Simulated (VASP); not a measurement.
# Sb2Au (Fm-3m) in VASP: vibrations by perturbation theory with LDA

Aim: the vibrations by perturbation theory of Sb2Au with LDA.

All numbers are computed with VASP 6.6.1; they aren't measurements. Logs are shortened: lines on timing, memory, paths and dates and some standing lists are left out, and cuts for length are marked.

## 1. The cell of the first run

It takes space group Fm-3m (No. 225, cubic). Conventional cell: a = 6.594 Å, b = 6.594 Å, c = 6.594 Å, α = 90.00°, β = 90.00°, γ = 90.00°. Within 3.8 Å of Sb (site symmetry -43m) lie 4 Au at 2.86 Å and 6 Sb at 3.30 Å. Within 3.8 Å of Au (site symmetry m-3m) lie 8 Sb at 2.86 Å.

## 2. Vibrations by perturbation theory, LDA

INCAR reads:

```
SYSTEM = Sb2Au
PREC     = Accurate       ! precision mode
ENCUT    = 520            ! plane-wave cutoff, eV
EDIFF    = 1E-8           ! SCF threshold, eV
ISMEAR   = -1             ! smearing method
SIGMA    = 0.15           ! smearing width, eV
LREAL    = .FALSE.        ! projectors in reciprocal space
LASPH    = .TRUE.         ! aspherical terms in the spheres
NELM     = 100            ! most SCF steps
ALGO     = Normal         ! electronic algorithm
ISIF     = 2              ! what is computed and relaxed
LWAVE    = .FALSE.        ! write WAVECAR
LCHARG   = .FALSE.        ! write CHGCAR
GGA      = CA             ! functional
IBRION   = 8              ! ionic algorithm
NSW      = 1              ! ionic steps
```

KPOINTS reads:

```
Automatic mesh
0
G
  12 12 12
  0 0 0
```

POSCAR reads:

```
Sb2Au
1.0
    0.0000000000      3.2968591060      3.2968591060
    3.2968591060      0.0000000000      3.2968591060
    3.2968591060      3.2968591060      0.0000000000
Sb Au
2 1
Direct
    0.2500000000      0.2500000000      0.2500000000
    0.7500000000      0.7500000000      0.7500000000
    0.0000000000      0.0000000000      0.0000000000
```

Potentials or basis: VASP PAW LDA potentials, release 64 (Sb, Au).

Started as:

```bash
> cat potpaw_LDA.64/Sb/POTCAR potpaw_LDA.64/Au/POTCAR > POTCAR
> mpirun -np 1 vasp_std > vasp.out
```

OUTCAR:

```text
SYSTEM = Sb2Au
   PREC = Accurate
   ENCUT = 520
   EDIFF = 1E-8
   ISMEAR = -1
   LREAL = .FALSE.
   LASPH = .TRUE.
   NELM = 100
   ISIF = 2
   GGA = CA
   IBRION = 8
   NSW = 1

 ion  position               nearest neighbor table
   1  0.250  0.250  0.250-   3 2.86   3 2.86   3 2.86   3 2.86   2 3.30   2 3.30   2 3.30   2 3.30
                             2 3.30   2 3.30
   2  0.750  0.750  0.750-   3 2.86   3 2.86   3 2.86   3 2.86   1 3.30   1 3.30   1 3.30   1 3.30
                             1 3.30   1 3.30
   3  0.000  0.000  0.000-   1 2.86   2 2.86   2 2.86   2 2.86   2 2.86   1 2.86   1 2.86   1 2.86

  LATTYP: Found a face centered cubic cell.
 ALAT       =     6.5937182120

  Lattice vectors:

 A1 = (   0.0000000000,   3.2968591060,   3.2968591060)
 A2 = (   3.2968591060,   0.0000000000,   3.2968591060)
 A3 = (   3.2968591060,   3.2968591060,   0.0000000000)

Analysis of symmetry for initial positions (statically):
=====================================================================
 Subroutine PRICEL returns:
 Original cell was already a primitive cell.

 Routine SETGRP: Setting up the symmetry group for a
 face centered cubic supercell.

 Subroutine GETGRP returns: Found 48 space group operations
 (whereof 48 operations were pure point group operations)
 out of a pool of 48 trial point group operations.

The static configuration has the point symmetry O_h .

Analysis of symmetry for dynamics (positions and initial velocities):
=====================================================================
 Subroutine PRICEL returns:
 Original cell was already a primitive cell.

 Routine SETGRP: Setting up the symmetry group for a
 face centered cubic supercell.

 Subroutine GETGRP returns: Found 48 space group operations
 (whereof 48 operations were pure point group operations)
 out of a pool of 48 trial point group operations.

The dynamic configuration has the point symmetry O_h .

 Subroutine INISYM returns: Found 48 space group operations
 (whereof 48 operations are pure point group operations),
 and found     1 'primitive' translations

----------------------------------------------------------------------------------------

                                     Primitive cell

  volume of cell :      71.6690

  direct lattice vectors                    reciprocal lattice vectors
     0.000000000  3.296859106  3.296859106    -0.151659499  0.151659499  0.151659499
     3.296859106  0.000000000  3.296859106     0.151659499 -0.151659499  0.151659499
     3.296859106  3.296859106  0.000000000     0.151659499  0.151659499 -0.151659499

  length of vectors
     4.662462861  4.662462861  4.662462861     0.262681958  0.262681958  0.262681958

  position of ions in fractional coordinates (direct lattice)
     0.250000000  0.250000000  0.250000000
     0.750000000  0.750000000  0.750000000
     0.000000000  0.000000000  0.000000000

  ion indices of the primitive-cell ions
   primitive index   ion index
                 1           1
                 2           2
                 3           3

----------------------------------------------------------------------------------------

 KPOINTS: Automatic mesh

Automatic generation of k-mesh.
 Grid dimensions read from file:
 generate k-points for:   12   12   12

 Generating k-lattice:

[... 99 lines left out ...]

 number of electron      20.9999998 magnetization

 Free energy of the ion-electron system (eV)
  ---------------------------------------------------
  ext. energy  EPLUGINS =         0.00000000
  ---------------------------------------------------
  free energy    TOTEN  =       -13.83556897 eV

  energy without entropy =      -13.74979481  energy(sigma->0) =      -13.79268189

 E-fermi :   9.0948     XC(G=0): -10.7814

 val. band max:        9.0681478531   @ k =   0.1667   0.0833   0.0000
 cond. band min:       9.1468974664   @ k =  -0.0833   0.0833   0.0000
 fundamental gap:      0.0787496133
 Fermi energy:         9.0947952697

 k-point     1 :       0.0000    0.0000    0.0000
  band No.  band energies     occupation
      1      -4.2013      2.00000
      2       2.2150      2.00000
      3       2.2150      2.00000
      4       2.2150      2.00000
      5       2.2965      2.00000
      6       3.5626      2.00000
      7       3.5626      2.00000
      8       8.8260      1.71430
      9       8.8260      1.71430
     10       8.8260      1.71430
     11       9.6182      0.05922
     12       9.6182      0.05922
     13       9.6182      0.05922
     14      10.7589      0.00003
[... 377 lines left out ...]
      1      -2.0636      2.00000
      2      -1.3964      2.00000
      3       2.5075      2.00000
      4       2.7458      2.00000
      5       2.9626      2.00000
      6       3.4931      2.00000
      7       3.6080      2.00000
      8       4.7209      2.00000
      9       6.1907      2.00000
     10       7.3225      1.99999
     11       8.5405      1.95153
     12       9.9124      0.00855
     13      10.7763      0.00003
     14      12.6900      0.00000

 [... further k-points ...]

------------------------ aborting loop because EDIFF is reached ----------------------------------------

  FORCE on cell =-STRESS in cart. coord.  units (eV):
  Direction    XX          YY          ZZ          XY          YZ          ZX
  --------------------------------------------------------------------------------------
  -------------------------------------------------------------------------------------
  Total        2.7984773      2.7984773      2.7984773     -0.0000000      0.0000000     -0.0000000
  in kB       62.5606453     62.5606453     62.5606453     -0.0000000      0.0000000     -0.0000000
  external PRESSURE =      62.5606453 kB  Pullay stress =       0.0000000 kB

 VOLUME and BASIS-vectors are now :
 -----------------------------------------------------------------------------
  energy-cutoff  :      520.00
  volume of cell :       71.67
      direct lattice vectors                 reciprocal lattice vectors
     0.000000000  3.296859106  3.296859106    -0.151659499  0.151659499  0.151659499
     3.296859106  0.000000000  3.296859106     0.151659499 -0.151659499  0.151659499
     3.296859106  3.296859106  0.000000000     0.151659499  0.151659499 -0.151659499

 POSITION                                       TOTAL-FORCE (eV/Angst)
 -----------------------------------------------------------------------------------
      1.64843      1.64843      1.64843        -0.000000      0.000000      0.000000
      4.94529      4.94529      4.94529         0.000000     -0.000000     -0.000000
      0.00000      0.00000      0.00000         0.000000     -0.000000     -0.000000
 -----------------------------------------------------------------------------------
    total drift:                               -0.000000      0.000000      0.000000

  FREE ENERGIE OF THE ION-ELECTRON SYSTEM (eV)
  ---------------------------------------------------
  free  energy   TOTEN  =       -13.8355689666 eV

  energy  without entropy=      -13.7497948106  energy(sigma->0) =      -13.79268189

[... ionic steps 2 to 9 ...]

--------------------------------------- Ionic step       10  -------------------------------------------

 Free energy of the ion-electron system (eV)
  ---------------------------------------------------
  ---------------------------------------------------
  free energy    TOTEN  =        -0.29325730 eV

  energy without entropy =       -0.29325730

------------------------ aborting loop because EDIFF is reached ----------------------------------------

 INTERNAL STRAIN TENSOR  FOR ION    3  DIRECTION 1   (eV/Angst):
 -----------------------------------------------------------------------------
     0.02030 -0.00000  0.00000
     0.00000 -0.00748 -0.00000
    -0.00000 -0.00000 -0.00748

 INTERNAL STRAIN TENSOR FOR ION    3 for displacements in x,y,z  (eV/Angst):
          X           Y           Z          XY          YZ          ZX
  --------------------------------------------------------------------------------
  x     0.00000     0.00000     0.00000     0.00000     0.00000     0.00000
  y     0.00000     0.00000     0.00000     0.00000     0.00000     0.00000
  z     0.00000     0.00000     0.00000     0.00000     0.00000     0.00000

 SECOND DERIVATIVES (NOT SYMMETRIZED)
 ------------------------------------
               1X          1Y          1Z          2X          2Y          2Z          3X          3Y          3Z
  1X    -4.556729    0.000000    0.000000    2.387580    0.000000    0.000000    2.169149    0.000000    0.000000
  1Y     0.000000   -4.556729    0.000000    0.000000    2.387580    0.000000    0.000000    2.169149    0.000000
  1Z     0.000000    0.000000   -4.556729    0.000000    0.000000    2.387580    0.000000    0.000000    2.169149
  2X     2.387580    0.000000    0.000000   -4.556729    0.000000    0.000000    2.169149    0.000000    0.000000
  2Y     0.000000    2.387580    0.000000    0.000000   -4.556729    0.000000    0.000000    2.169149    0.000000
  2Z     0.000000    0.000000    2.387580    0.000000    0.000000   -4.556729    0.000000    0.000000    2.169149
  3X     2.168756    0.000000    0.000000    2.168756    0.000000    0.000000   -4.337512    0.000000    0.000000
  3Y     0.000000    2.168756    0.000000    0.000000    2.168756    0.000000    0.000000   -4.337512    0.000000
  3Z     0.000000    0.000000    2.168756    0.000000    0.000000    2.168756    0.000000    0.000000   -4.337512

 Eigenvectors and eigenvalues of the dynamical matrix
 ----------------------------------------------------

   1 f  =    3.733625 THz    23.459060 2PiTHz  124.540335 cm-1    15.441027 meV
             X         Y         Z           dx          dy          dz
      1.648430  1.648430  1.648430     0.668572    0.230242    0.000000
      4.945289  4.945289  4.945289    -0.668572   -0.230242   -0.000000
      0.000000  0.000000  0.000000    -0.000000   -0.000000    0.000000
[... 43 lines left out ...]
   9 f/i=    0.000141 THz     0.000884 2PiTHz    0.004691 cm-1     0.000582 meV
             X         Y         Z           dx          dy          dz
      1.648430  1.648430  1.648430    -0.002080    0.117433    0.512440
      4.945289  4.945289  4.945289    -0.002080    0.117433    0.512440
      0.000000  0.000000  0.000000    -0.002646    0.149379    0.651844

--------------------------------------------------------------------------------------------------------

 ELASTIC MODULI CONTR FROM IONIC RELAXATION (kBar)
 Direction    XX          YY          ZZ          XY          YZ          ZX
 --------------------------------------------------------------------------------
 XX          -0.0000     -0.0000     -0.0000      0.0000      0.0000      0.0000
 YY          -0.0000     -0.0000     -0.0000      0.0000      0.0000      0.0000
 ZZ           0.0000     -0.0000     -0.0000      0.0000     -0.0000      0.0000
 XY          -0.0000      0.0000      0.0000    -56.3466      0.0000     -0.0000
 YZ           0.0000      0.0000      0.0000     -0.0000    -56.3466     -0.0000
 ZX           0.0000      0.0000      0.0000     -0.0000     -0.0000    -56.3466
 --------------------------------------------------------------------------------
```

Wall time 12 min (1 thread of Oxide Virtual Turin-like, shared host); peak memory 0.68 GiB.

Results:

```yaml
Highest_phonon_frequency_at_Γ_LO-TO_splitting_left_out: 125 cm⁻¹
```

Phonon frequencies in cm⁻¹ (negative: imaginary):
| q point | frequencies |
| --- | --- |
| (0.000, 0.000, 0.000) | 0 0 0 104 104 104 125 125 125 |

Caveat: the cell wasn't relaxed at this level first, which shifts response properties; spin-orbit coupling is left out, which moves the levels of the heavy elements.
